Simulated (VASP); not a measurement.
Write the native input for VASP 6.6.1 that does the following.

```yaml
Task: electric field gradients
Functional: PBE
Potentials_or_basis: VASP PAW PBE potentials, release 64 (B, N)
Cutoff: 520 eV
k_mesh: 13 × 13 × 13
Occupations: fermi-dirac, width 0.03 eV
Spin: no spin polarisation
Dipole_correction: no
Further_INCAR_settings: ALGO = Normal; EDIFF = 1e-08; NBANDS = 11
```

The structure of BN lies in POSCAR:

```
BN
1.0
    0.0000000000      1.8617250000      1.8075000000
    1.8617250000      0.0000000000      1.8075000000
    1.8617250000      1.8617250000      0.0000000000
B N
1 1
Direct
    0.0000000000      0.0000000000      0.0000000000
    0.7500000000      0.7500000000      0.7500000000
```

This cell differs from its parent crystal: equal xx and yy strain of +3 %.

The input as run:

INCAR

```
SYSTEM = BN
ALGO = Normal
EDIFF = 1E-8
ENCUT = 520
GGA = PE
GGA_COMPAT = .FALSE.
ISIF = 2
ISMEAR = -1
LASPH = .TRUE.
LCHARG = .FALSE.
LEFG = .TRUE.
LREAL = .FALSE.
LWAVE = .FALSE.
NBANDS = 11
NELM = 120
PREC = Accurate
SIGMA = 0.03
```

KPOINTS

```
k-points
0
G
  13 13 13
  0 0 0
```

Potentials or basis: VASP PAW PBE potentials, release 64 (B, N).

Launch:

```sh
$ cat potpaw_PBE.64/B/POTCAR potpaw_PBE.64/N/POTCAR > POTCAR
$ mpirun -np 1 vasp_std > vasp.out
```

It gave:

```json
{
  "Pressure": "-17.2 GPa",
  "Band gap on the k mesh": "3.98 eV (least direct gap 8.23 eV)",
  "Largest electric field gradient by atom": "B +1.1; N -4.6 V/Å²"
}
```

Caveat: the cell differs from its parent crystal (equal xx and yy strain of +3 %); the stress differs along the axes, from -23 to -6 GPa; without QUAD_EFG the Cq values of the log hold for a quadrupole moment of 1 mb, not for the nuclei.

Wall time 24 s on 1 thread of AMD EPYC 7R13, with other jobs on the host, peak memory 0.11 GiB.
